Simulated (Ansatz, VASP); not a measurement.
**H in VASP and in Ansatz**

Contents of INCAR:

```
  ALGO = Normal
  EDIFF = 1E-6
  ENCUT = 520
  GGA = CA
  ISIF = 2
  ISMEAR = 0
  LASPH = T
  LCHARG = F
  LREAL = F
  LWAVE = F
  NBANDS = 10
  NELM = 100
  PREC = Accurate
  SIGMA = 0.05
```

The input KPOINTS:

```
k-points
0
Gamma
  6 6 6
```

POSCAR

```
H
1.0
    2.6759510075     -2.6182429131      0.0000000000
    2.6759510075      2.6182429131      0.0000000000
    0.0000000000      0.0000000000      4.1418180000
H
4
Direct
    0.9532956300      0.0467043700      0.0685088900
    0.4532956300      0.5467043700      0.4314911100
    0.5467043700      0.4532956300      0.5685088900
    0.0467043700      0.9532956300      0.9314911100
```

Input for Ansatz:

```yaml
crystal:
  lattice:
    - [2.6759510075, -2.6182429131, 0.0]
    - [2.6759510075, 2.6182429131, 0.0]
    - [0.0, 0.0, 4.141818]
  atoms:
    - { symbol: H, position: [0.95329563, 0.04670437, 0.06850889] }
    - { symbol: H, position: [0.45329563, 0.54670437, 0.43149111] }
    - { symbol: H, position: [0.54670437, 0.45329563, 0.56850889] }
    - { symbol: H, position: [0.04670437, 0.95329563, 0.93149111] }
basis:
  ecutwfc: 420
kpoints:
  mp_grid: { grid: [6, 6, 6] }
hamiltonian:
  xc: lda
scf:
  occupations: { method: gaussian, width: 0.05 }
output:
  forces: true
  stress: true
  eigenvalues: true
```

Change from the starting cell: strain +0.0200 x Voigt [1, 1, 0, 0, 0, 0], atoms carried along.

Alike in both runs: task single point; functional LDA; k mesh 6 × 6 × 6; occupations gaussian, width 0.05 eV; no spin polarisation.

|  | VASP | Ansatz |
| --- | --- | --- |
| version | VASP 6.6.1 | Ansatz 0.2.0 |
| potentials or method | VASP PAW LDA potentials, release 64 (H), cutoff 520 eV | scalar-relativistic, plane waves, PAW |
| valence electrons in the cell | 4 | 4 |

|  | VASP | Ansatz | Ansatz less VASP |
| --- | --- | --- | --- |
| gap on the k mesh at the Fermi level (eV) | 8.69 | 8.70 | +0.005 |
| least direct gap on the mesh (eV) | 9.32 | 9.33 | +0.005 |
| pressure (GPa) | 0.2 | 0.4 | +0.14 |
| traceless stress, the component that is largest in VASP (GPa) | -0.90 | -0.90 | +0.005 |
| rms of the force components (eV/Å) | 0.399 | 0.393 | -0.0061 |

LDA's correlation is that of Perdew and Zunger in VASP and of Perdew and Wang (1992) in Ansatz. Atom by atom the forces differ by 0.006 eV/Å (rms over components).
